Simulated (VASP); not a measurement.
Wanted: the native input for a VASP 6.6.1 run.

```yaml
Task: single point
Functional: PBEsol
Potentials_or_basis: VASP PAW PBE potentials, release 64 (Mn_pv, Si, C)
Cutoff: 520 eV
k_mesh: 3 × 3 × 3
Occupations: gaussian, width 0.05 eV
Spin: collinear spin, ferromagnetic start
Starting_moments: "[1.5, 0.0, 0.0, 0.0, 0.0, 0.0, 0.0, 0.0, 0.0, 0.0, 0.0, 0.0, 0.0, 0.0, 0.0, 0.0] μB"
Fixed_moment: 1.5 μB
Hubbard_terms: Mn d U = 3.5 eV
Dipole_correction: no
Further_INCAR_settings: LREAL = Auto; ALGO = Normal; EDIFF = 1e-06; NBANDS = 54
```

The structure of MnSi7C8 lies in POSCAR:

```
MnSi7C8
1.0
    0.0000000000      4.3580000000      4.3580000000
    4.3580000000      0.0000000000      4.3580000000
    4.3580000000      4.3580000000      0.0000000000
Mn Si C
1 7 8
Direct
    0.0000000000      0.0000000000      1.0000000000
    0.9988277849      0.9988277849      0.5011722151
    0.9988277849      0.5011722151      0.9988277849
    0.9988277849      0.5011722151      0.5011722151
    0.5011722151      0.9988277849      0.9988277849
    0.5011722151      0.9988277849      0.5011722151
    0.5011722151      0.5011722151      0.9988277849
    0.5000000000      0.5000000000      0.5000000000
    0.1304116123      0.1304116123      0.1304116123
    0.1304116123      0.1304116123      0.6087651631
    0.1304116123      0.6087651631      0.1304116123
    0.1252462076      0.6249179308      0.6249179308
    0.6087651631      0.1304116123      0.1304116123
    0.6249179308      0.1252462076      0.6249179308
    0.6249179308      0.6249179308      0.1252462076
    0.6249179308      0.6249179308      0.6249179308
```

The input as run:

INCAR

```
PREC     = Accurate       # precision mode
ENCUT    = 520            # plane-wave cutoff, eV
EDIFF    = 1E-6           # SCF threshold, eV
ISMEAR   = 0              # smearing method
SIGMA    = 0.05           # smearing width, eV
LREAL    = Auto         
LASPH    = T              # aspherical terms in the spheres
NELM     = 150            # most SCF steps
ALGO     = Normal         # electronic algorithm
ISIF     = 2              # what is computed and relaxed
LWAVE    = F              # write WAVECAR
LCHARG   = F              # write CHGCAR
ISPIN    = 2              # spin polarisation
MAGMOM   = 1.5 0 0 0 0 0 0 0 0 0 0 0 0 0 0 0 # initial moments
LORBIT   = 11             # projections on sites
NUPDOWN  = 1.5            # fixed moment
LMAXMIX  = 4              # l up to which the mixer works
LDAU     = T              # DFT+U
LDAUTYPE = 2            
LDAUL    = 2 -1 -1        # shell
LDAUU    = 3.5 0 0        # U, eV
LDAUJ    = 0 0 0        
LDAUPRINT= 1            
GGA      = PS             # functional
NBANDS   = 54             # bands
```

KPOINTS

```
Automatic mesh
0
Gamma
  3 3 3
```

Potentials or basis: VASP PAW PBE potentials, release 64 (Mn_pv, Si, C).

The run is started by

```console
$ cat potpaw_PBE.64/Mn_pv/POTCAR potpaw_PBE.64/Si/POTCAR potpaw_PBE.64/C/POTCAR > POTCAR
$ mpirun -np 1 vasp_std > vasp.out
```

Results of the run:

| Property | Result |
| --- | --- |
| Pressure | 2.3 GPa |
| Largest force | 0.854 eV/Å |
| Net moment | 1.50 μB per cell |
| Site moments | Mn +2.28; Si +0.01, -0.00 (each value once); C -0.10, -0.00 (each value once) μB |
| Valence electrons inside the program's atomic spheres | Mn 11.88; Si 1.69, 1.68 (each value once); C 2.50, 2.54 (each value once) |

Caveat: the k points lie up to 0.42 Å⁻¹ apart; the PAW data sets were made with another functional, which shifts forces and pressure a little; the total moment is fixed, so each spin has its own Fermi level and the state may be an excited one; the U is typed as a test and isn't derived for this compound.

Run time: 3.7 min on 1 thread of Intel(R) Xeon(R) Platinum 8259CL CPU @ 2.50GHz (Skylake/Cascade Lake), with other jobs on the host, peak memory 0.41 GiB.
